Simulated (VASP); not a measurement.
BN: single point with PBE+D3(BJ)

BN:

```xyz
4
Lattice="2.5061 0.0000 0.0000 -1.2531 2.1704 0.0000 0.0000 0.0000 6.5924" Properties=species:S:1:pos:R:3 pbc="T T T"
B    -0.4332   -0.0213    3.2962
B     0.4340    1.4394    0.0000
N     0.4319    0.0058    0.0000
N     0.8206    0.7399    3.2962
```

This cell differs from its parent crystal: atoms displaced along several vibrational modes.

```yaml
Program: VASP 6.6.1
Task: single point
Functional: PBE
Dispersion: D3(BJ)
Potentials_or_basis: VASP PAW PBE potentials, release 64 (B, N)
Cutoff: 520 eV
k_mesh: 12 × 12 × 4
Occupations: methfessel-paxton, width 0.05 eV
Spin: no spin polarisation
Dipole_correction: no
Further_INCAR_settings: ALGO = Normal; EDIFF = 1e-06; NBANDS = 16
```

```yaml
Pressure: 0.6 GPa
Largest_force: 1.618 eV/Å
Band_gap_on_the_k_mesh: 3.51 eV (least direct gap 3.80 eV)
Dispersion_energy_per_atom: -0.142 eV
```

Forces on the atoms (eV/Å):
```
B    0.036  1.617  0.000
B   -0.065  0.565  0.000
N    0.032 -0.630  0.000
N   -0.003 -1.553  0.000
```

Stress tensor (GPa, compression positive):
```
-2.77  0.36  0.00
 0.36  3.51  0.00
 0.00  0.00  0.98
```

Levels at points of the mesh, in eV from the valence-band top:
```tsv
k point	band 4	band 5	band 6	band 7	band 8	band 9	band 10	band 11	band 12	band 13
(0.00, 0.00, 0.00)	-4.31	-2.02	-1.74	-1.43	-1.15	5.01	10.02	10.73	11.11	11.53
(0.50, 0.00, 0.00)	-9.03	-4.49	-4.40	-1.61	-0.94	4.13	5.51	9.08	9.72	12.60
(0.00, 0.50, 0.00)	-9.10	-4.30	-4.16	-1.45	-0.84	3.91	5.17	9.16	9.81	12.57
(0.50, 0.50, 0.00)	-8.96	-4.48	-4.42	-1.86	-0.53	3.51	6.05	9.10	9.74	12.26
(0.00, 0.00, 0.50)	-5.53	-2.02	-1.74	-1.43	-1.16	7.39	7.39	10.74	11.11	11.53
(0.50, 0.00, 0.50)	-9.10	-4.48	-4.40	-1.26	-1.19	4.43	4.61	9.53	9.64	13.37
(0.00, 0.50, 0.50)	-9.16	-4.30	-4.16	-1.13	-1.04	4.13	4.36	9.60	9.74	13.36
(0.50, 0.50, 0.50)	-9.11	-4.47	-4.42	-1.26	-1.21	4.52	4.59	9.54	9.59	13.88
```

Wall time 3.4 min on 1 thread of Intel Xeon 8259CL, with other jobs on the host, peak memory 0.24 GiB.

Caveat: the cell differs from its parent crystal (atoms displaced along several vibrational modes); the stress differs along the axes, from -3 to 4 GPa; forces of over 1 eV/Å act on the atoms, so gaps and moduli don't describe the material at rest. A k mesh can miss the band edges.
